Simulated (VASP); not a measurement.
# Al (Fm-3m) in VASP: further runs

Runs on Al. Level: PBEsol. Tasks: single point, relaxation of cell and atoms.

All numbers are computed with VASP 6.6.1; they aren't measurements. Logs are shortened: lines on timing, memory, paths and dates and some standing lists are left out, and cuts for length are marked.

## (1) The cell of the first run

The structure is cubic, space group Fm-3m (No. 225). Conventional cell: a = 4.014 Å, b = 4.014 Å, c = 4.014 Å, α = 90.00°, β = 90.00°, γ = 90.00°. Within 3.7 Å of Al (site symmetry m-3m) lie 12 Al at 2.84 Å.

## (2) Single point, PBEsol

File INCAR:

```
PREC     = Accurate       # precision mode
ENCUT    = 520            # plane-wave cutoff, eV
EDIFF    = 1E-7           # SCF threshold, eV
ISMEAR   = 0              # smearing method
SIGMA    = 0.1            # smearing width, eV
LREAL    = False          # projectors in reciprocal space
LASPH    = True           # aspherical terms in the spheres
NELM     = 80             # most SCF steps
ALGO     = Fast           # electronic algorithm
ISIF     = 2              # what is computed and relaxed
LWAVE    = False          # write WAVECAR
LCHARG   = False          # write CHGCAR
GGA      = PS             # functional
NBANDS   = 8              # bands
```

File KPOINTS:

```
regular mesh
0
Gamma
  24 24 24
```

File POSCAR:

```
Al
1.0
    0.0000000000      2.0068603442      2.0068603442
    2.0068603442      0.0000000000      2.0068603442
    2.0068603442      2.0068603442      0.0000000000
Al
1
Direct
    0.0000000000      0.0000000000      0.0000000000
```

Potentials or basis: VASP PAW PBE potentials, release 64 (Al).

Started as:

```bash
cat potpaw_PBE.64/Al/POTCAR > POTCAR
mpirun -np 1 vasp_std > vasp.out
```

OUTCAR:

```text
PREC = Accurate
   ENCUT = 520
   EDIFF = 1E-7
   ISMEAR = 0
   LREAL = False
   LASPH = True
   NELM = 80
   ISIF = 2
   GGA = PS

 ion  position               nearest neighbor table
   1  0.000  0.000  0.000-

  LATTYP: Found a face centered cubic cell.
 ALAT       =     4.0137206884

  Lattice vectors:

 A1 = (   0.0000000000,   2.0068603442,   2.0068603442)
 A2 = (   2.0068603442,   0.0000000000,   2.0068603442)
 A3 = (   2.0068603442,   2.0068603442,   0.0000000000)

Analysis of symmetry for initial positions (statically):
=====================================================================
 Subroutine PRICEL returns:
 Original cell was already a primitive cell.

 Routine SETGRP: Setting up the symmetry group for a
 face centered cubic supercell.

 Subroutine GETGRP returns: Found 48 space group operations
 (whereof 48 operations were pure point group operations)
 out of a pool of 48 trial point group operations.

The static configuration has the point symmetry O_h .

Analysis of symmetry for dynamics (positions and initial velocities):
=====================================================================
 Subroutine PRICEL returns:
 Original cell was already a primitive cell.

 Routine SETGRP: Setting up the symmetry group for a
 face centered cubic supercell.

 Subroutine GETGRP returns: Found 48 space group operations
 (whereof 48 operations were pure point group operations)
 out of a pool of 48 trial point group operations.

The dynamic configuration has the point symmetry O_h .

 Subroutine INISYM returns: Found 48 space group operations
 (whereof 48 operations are pure point group operations),
 and found     1 'primitive' translations

----------------------------------------------------------------------------------------

                                     Primitive cell

  volume of cell :      16.1652

  direct lattice vectors                    reciprocal lattice vectors
     0.000000000  2.006860344  2.006860344    -0.249145388  0.249145388  0.249145388
     2.006860344  0.000000000  2.006860344     0.249145388 -0.249145388  0.249145388
     2.006860344  2.006860344  0.000000000     0.249145388  0.249145388 -0.249145388

  length of vectors
     2.838129117  2.838129117  2.838129117     0.431532471  0.431532471  0.431532471

  position of ions in fractional coordinates (direct lattice)
     0.000000000  0.000000000  0.000000000

  ion indices of the primitive-cell ions
   primitive index   ion index
                 1           1

----------------------------------------------------------------------------------------

 KPOINTS: regular mesh

Automatic generation of k-mesh.
 Grid dimensions read from file:
 generate k-points for:   24   24   24

 Generating k-lattice:

  Cartesian coordinates                     Fractional coordinates (reciprocal lattice)
    -0.010381058  0.010381058  0.010381058     0.041666667  0.000000000  0.000000000
     0.010381058 -0.010381058  0.010381058     0.000000000  0.041666667  0.000000000
     0.010381058  0.010381058 -0.010381058     0.000000000  0.000000000  0.041666667

  Length of vectors
     0.017980520  0.017980520  0.017980520

  Shift w.r.t. Gamma in fractional coordinates (k-lattice)
     0.000000000  0.000000000  0.000000000

 Subroutine IBZKPT returns following result:
 ===========================================

 Found    413 irreducible k-points:

 Following reciprocal coordinates:
            Coordinates               Weight
  0.000000  0.000000  0.000000      1.000000
  0.041667  0.000000  0.000000      8.000000
  0.083333  0.000000  0.000000      8.000000
  0.125000  0.000000  0.000000      8.000000
  0.166667  0.000000  0.000000      8.000000
  0.208333  0.000000  0.000000      8.000000
[... 16 lines left out ...]
  0.416667  0.041667  0.000000     24.000000
  0.458333  0.041667  0.000000     24.000000
 [... further k-points ...]
   k-points           NKPTS =    413   k-points in BZ     NKDIM =    413   number of bands    NBANDS=      8
   number of dos      NEDOS =    301   number of ions     NIONS =      1
   total plane-waves  NPLWV =  13824
   dimension x,y,z NGX =    24 NGY =   24 NGZ =   24
   dimension x,y,z NGXF=    48 NGYF=   48 NGZF=   48
   ions per type =               1
   NGX,Y,Z   is equivalent  to a cutoff of  14.06, 14.06, 14.06 a.u.
   NGXF,Y,Z  is equivalent  to a cutoff of  28.12, 28.12, 28.12 a.u.
 SYSTEM =  unknown system
   PREC   = accura    normal or accurate (medium, high low for compatibility)
   ISTART =      0    job   : 0-new  1-cont  2-samecut
   ICHARG =      2    charge: 1-file 2-atom 10-const
   ISPIN  =      1    spin polarized calculation?
   LNONCOLLINEAR =      F non collinear calculations
   LSORBIT =      F    spin-orbit coupling
   LASPH  =      T    aspherical Exc in radial PAW
   ENCUT  =  520.0 eV  38.22 Ry    6.18 a.u.   5.28  5.28  5.28*2*pi/ulx,y,z
   NELM   =     80;   NELMIN=  2; NELMDL= -5     # of ELM steps
   EDIFF  = 0.1E-06   stopping-criterion for ELM
   LREAL  =      F    real-space projection
   EDIFFG = 0.1E-05   stopping-criterion for IOM
   NSW    =      0    number of steps for IOM
   IBRION =     -1    ionic relax: 0-MD 1-quasi-New 2-CG
   NFREE  =      0    steps in history (QN), initial steepest desc. (CG)
   ISIF   =      2    stress and relaxation
   ISYM   =      2    0-nonsym 1-usesym 2-fastsym
   POTIM  = 0.5000    time-step for ionic-motion
   TEBEG  =    0.0;   TEEND  =   0.0 temperature during run
   PSTRESS=    0.0 pullay stress
   NELECT =       3.0000    total number of electrons
   NUPDOWN=      -1.0000    fix difference up-down
   EMIN   =  10.00;   EMAX   =-10.00  energy-range for DOS
   EFERMI =   0.00;   METHOD = LEGACY
   ISMEAR =     0;   SIGMA  =   0.10  broadening in eV -4-tet -1-fermi 0-gaus
   EFERMI_NEDOS =   21; number of points for ismear=-14 and -15
   IALGO  =     68    algorithm
   IMIX   =      4    mixing-type and parameters
     AMIX     =   0.40;   BMIX     =  1.00
     AMIX_MAG =   1.60;   BMIX_MAG =  1.00
  volume/ion in A,a.u.               =      16.17       109.09
  Fermi-wavevector in a.u.,A,eV,Ry     =   0.933802  1.764630 11.864090  0.871986
  Thomas-Fermi vector in A             =   2.060541
   LORBIT       =      0    0 simple, 1 ext, 2 COOP (PROOUT), +10 PAW based schemes
   GGA     = PS    functional components
   LHFCALC =     F    Hartree Fock is set to
   AEXX    =    0.0000 exact exchange contribution
   IVDW    =     0    specifies the selected vdW correction
   LEPSILON=     F    determine dielectric tensor
   LRPA    =     F    only Hartree local field effects (RPA)
 non-spin polarized calculation
 RMM-DIIS sequential band-by-band and
 Gauss-broadening in eV      SIGMA  =   0.10
  energy-cutoff  :      520.00
  volume of cell :       16.17
 maximum number of plane-waves:       448
 NGX is ok and might be reduce to    24
   NGX = 11   NGY = 11   NGZ = 11

 number of electron       3.0000000 magnetization

 Free energy of the ion-electron system (eV)
  ---------------------------------------------------
  ext. energy  EPLUGINS =         0.00000000
  ---------------------------------------------------
  free energy    TOTEN  =        -4.09176264 eV

  energy without entropy =       -4.08941246  energy(sigma->0) =       -4.09058755

 E-fermi :   8.1741     XC(G=0): -10.3319

 val. band max:        8.1696478479   @ k =  -0.3333   0.3750   0.0417
 cond. band min:       8.1845112464   @ k =  -0.4583   0.3333   0.0417
 fundamental gap:      0.0148633985
 Fermi energy:         8.1740988241

 k-point     1 :       0.0000    0.0000    0.0000
  band No.  band energies     occupation
      1      -3.1074      2.00000
      2      20.8731      0.00000
      3      20.8731      0.00000
      4      20.8731      0.00000
      5      22.5207      0.00000
      6      22.5207      0.00000
      7      22.5207      0.00000
      8      24.7985      0.00000

 k-point     2 :       0.0417    0.0000    0.0000
  band No.  band energies     occupation
      1      -3.0596      2.00000
      2      19.8921      0.00000
      3      20.6930      0.00000
      4      20.6930      0.00000
      5      22.7762      0.00000
      6      22.7762      0.00000
      7      22.9555      0.00000
      8      25.3106      0.00000

 k-point     3 :       0.0833    0.0000    0.0000
  band No.  band energies     occupation
      1      -2.9162      2.00000
      2      18.2684      0.00000
      3      20.3322      0.00000
      4      20.3322      0.00000
      5      23.1458      0.00000
      6      23.3564      0.00000
      7      23.3564      0.00000
      8      26.6478      0.00000

 k-point     4 :       0.1250    0.0000    0.0000
  band No.  band energies     occupation
      1      -2.6775      2.00000
      2      16.5655      0.00000
      3      19.9631      0.00000
      4      19.9631      0.00000
      5      23.0819      0.00000
      6      24.0462      0.00000
      7      24.0462      0.00000
      8      25.9811      0.00000

 k-point     5 :       0.1667    0.0000    0.0000
  band No.  band energies     occupation
      1      -2.3440      2.00000
      2      14.8754      0.00000
      3      19.6415      0.00000
      4      19.6415      0.00000
      5      22.9461      0.00000
      6      24.4188      0.00000
      7      24.4188      0.00000
      8      25.5893      0.00000

 k-point     6 :       0.2083    0.0000    0.0000
  band No.  band energies     occupation
      1      -1.9165      2.00000
      2      13.2287      0.00000
      3      19.3853      0.00000
      4      19.3853      0.00000
      5      22.8087      0.00000
      6      23.8546      0.00000
      7      23.8546      0.00000
      8      26.2542      0.00000

 k-point     7 :       0.2500    0.0000    0.0000
  band No.  band energies     occupation
      1      -1.3957      2.00000
      2      11.6397      0.00000
      3      19.2016      0.00000
      4      19.2016      0.00000
      5      22.7051      0.00000
      6      23.0910      0.00000
      7      23.0910      0.00000
      8      27.1573      0.00000
[... 133 lines left out ...]
 k-point    20 :       0.2917    0.0417    0.0000
  band No.  band energies     occupation
      1      -0.9553      2.00000
      2      10.6525      0.00000
      3      18.2883      0.00000
      4      19.4804      0.00000
      5      21.4442      0.00000
      6      23.2352      0.00000
      7      23.4820      0.00000
      8      26.6044      0.00000

 k-point    21 :       0.3333    0.0417    0.0000
  band No.  band energies     occupation
      1      -0.2818      2.00000
      2       9.1776      0.00000
      3      18.2289      0.00000
      4      19.4294      0.00000
      5      20.7350      0.00000
      6      22.7959      0.00000
      7      23.2299      0.00000
      8      26.2441      0.00000

 k-point    22 :       0.3750    0.0417    0.0000
  band No.  band energies     occupation
      1       0.4818      2.00000
      2       7.7761      2.00000
      3      18.2491      0.00000
      4      19.4523      0.00000
      5      20.1026      0.00000
      6      22.1754      0.00000
      7      23.2976      0.00000
      8      25.6237      0.00000

 k-point    23 :       0.4167    0.0417    0.0000
  band No.  band energies     occupation
      1       1.3337      2.00000
      2       6.4515      2.00000
      3      18.3492      0.00000
      4      19.4663      0.00000
      5      19.6359      0.00000
      6      21.6278      0.00000
      7      23.4430      0.00000
      8      25.0407      0.00000

 k-point    24 :       0.4583    0.0417    0.0000
  band No.  band energies     occupation
      1       2.2714      2.00000
      2       5.2074      2.00000
      3      18.5297      0.00000
      4      19.0415      0.00000
      5      19.7679      0.00000
      6      21.1567      0.00000
      7      23.6682      0.00000
      8      24.5230      0.00000

 [... further k-points ...]
[... 5 lines left out ...]
  --------------------------------------------------------------------------------------
  -------------------------------------------------------------------------------------
  Total        0.0058970      0.0058970      0.0058970      0.0000000     -0.0000000     -0.0000000
  in kB        0.5844709      0.5844709      0.5844709      0.0000000     -0.0000000     -0.0000000
  external PRESSURE =       0.5844709 kB  Pullay stress =       0.0000000 kB

 VOLUME and BASIS-vectors are now :
 -----------------------------------------------------------------------------
  energy-cutoff  :      520.00
  volume of cell :       16.17
      direct lattice vectors                 reciprocal lattice vectors
     0.000000000  2.006860344  2.006860344    -0.249145388  0.249145388  0.249145388
     2.006860344  0.000000000  2.006860344     0.249145388 -0.249145388  0.249145388
     2.006860344  2.006860344  0.000000000     0.249145388  0.249145388 -0.249145388

 POSITION                                       TOTAL-FORCE (eV/Angst)
 -----------------------------------------------------------------------------------
      0.00000      0.00000      0.00000        -0.000000      0.000000      0.000000
 -----------------------------------------------------------------------------------
    total drift:                                0.000000     -0.000000      0.000000

  FREE ENERGIE OF THE ION-ELECTRON SYSTEM (eV)
  ---------------------------------------------------
  free  energy   TOTEN  =        -4.0917626386 eV

  energy  without entropy=       -4.0894124581  energy(sigma->0) =       -4.09058755
```

Wall time 38 s (1 thread of Intel Xeon 8259CL, shared host); peak memory 0.17 GiB.

Results:

```
Free energy            : -4.0918 eV
Pressure               : 0.1 GPa
Band gap on the k mesh : zero (an odd number of electrons rules out a gap without spin polarisation)
```

Caveat: the PAW data sets were made with another functional, which shifts forces and pressure a little.

## (3) Relaxation of cell and atoms, PBEsol

This run uses another cell than the first one, of 16.61 Å³/atom.

File INCAR:

```
ALGO = Normal
EDIFF = 1E-7
EDIFFG = -0.003
ENCUT = 600
GGA = PS
IBRION = 2
ISIF = 3
ISMEAR = 0
LASPH = T
LCHARG = F
LREAL = F
LWAVE = F
NELM = 80
NSW = 80
PREC = Accurate
SIGMA = 0.1
```

File KPOINTS:

```
k-points
0
Gamma
  24 24 24
```

File POSCAR:

```
Al
1.0
    0.0000000000      2.0250000000      2.0250000000
    2.0250000000      0.0000000000      2.0250000000
    2.0250000000      2.0250000000      0.0000000000
Al
1
Direct
    0.0000000000      0.0000000000      0.0000000000
```

Potentials or basis: VASP PAW PBE potentials, release 64 (Al).

Started as:

```bash
cat potpaw_PBE.64/Al/POTCAR > POTCAR
mpirun -np 1 vasp_std > vasp.out
```

It took 32 s on 1 thread of Intel Xeon 8259CL, shared host; peak memory 0.17 GiB.

Results (log left out):

```yaml
Free_energy: -4.0919 eV
Relaxed_volume: 16.18 Å³/atom
Relaxed_cell: a = 2.839 Å, b = 2.839 Å, c = 2.839 Å, α = 60.00°, β = 60.00°, γ = 60.00°
Space_group_after_relaxing_to_0.1_Å: Fm-3m (No. 225)
Energy_gained_by_relaxing: 2.8 meV/atom
Ionic_steps: 3
Pressure_after_relaxing: 0.0 GPa
Band_gap_on_the_k_mesh: zero (an odd number of electrons rules out a gap without spin polarisation)
```

Step by step:
| step | energy change (eV) | largest force (eV/Å) | pressure (GPa) | volume (Å³) |
| --- | --- | --- | --- | --- |
| 1 | 0.0000 | 0.0000 | -2.01 | 16.61 |
| 2 | -0.0027 | 0.0000 | 0.34 | 16.11 |
| 3 | -0.0028 | 0.0000 | 0.00 | 16.18 |

Final structure:
```
CELL_PARAMETERS angstrom
0.00000 2.00733 2.00733
2.00733 0.00000 2.00733
2.00733 2.00733 0.00000
ATOMIC_POSITIONS crystal
Al 0.00000 0.00000 0.00000
```

Levels at points of the mesh, in eV from the Fermi level:
```tsv
k point	band 1	band 2	band 3	band 4
(0.00, 0.00, 0.00)	-11.28	12.70	12.70	12.70
(0.50, 0.00, 0.00)	-4.68	-4.41	11.52	11.52
(0.50, 0.50, 0.00)	-2.98	-1.62	5.25	5.67
```

Caveat: the PAW data sets were made with another functional, which shifts forces and pressure a little.
